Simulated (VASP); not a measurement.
Input of a VASP 6.6.1 run:

INCAR

```
PREC     = Accurate       # precision mode
ENCUT    = 520            # plane-wave cutoff, eV
EDIFF    = 1E-6           # SCF threshold, eV
ISMEAR   = -1             # smearing method
SIGMA    = 0.05           # smearing width, eV
LREAL    = False          # projectors in reciprocal space
LASPH    = True           # aspherical terms in the spheres
NELM     = 150            # most SCF steps
ALGO     = Normal         # electronic algorithm
ISIF     = 2              # what is computed and relaxed
LWAVE    = False          # write WAVECAR
LCHARG   = False          # write CHGCAR
ISPIN    = 2              # spin polarisation
MAGMOM   = 2 0            # initial moments
LORBIT   = 11             # projections on sites
LMAXMIX  = 4              # l up to which the mixer works
GGA      = PE             # functional
NBANDS   = 18             # bands
```

File KPOINTS:

```
Automatic mesh
0
Gamma
  13 13 13
```

Contents of POSCAR:

```
CoO
1.0
    0.0000000000      2.2864418442      2.2864418442
    2.2864418442      0.0000000000      2.2864418442
    2.2864418442      2.2864418442      0.0000000000
Co O
1 1
Direct
    0.0000000000      0.0000000000      0.0000000000
    0.2500000000      0.2500000000      0.2500000000
```

Potentials or basis: VASP PAW PBE potentials, release 64 (Co, O).

Launch:

```sh
$ cat potpaw_PBE.64/Co/POTCAR potpaw_PBE.64/O/POTCAR > POTCAR
$ mpirun -np 1 vasp_std > vasp.out
```

Predict the net moment.

2.87 μB per cell.

What does it give for the site moments?

Co +2.47; O +0.31 μB.

What does it give for the pressure?

-5.5 GPa.

Caveat: the cell stands under tension; a cell with one magnetic atom can't hold antiferromagnetic order, which such compounds often take.
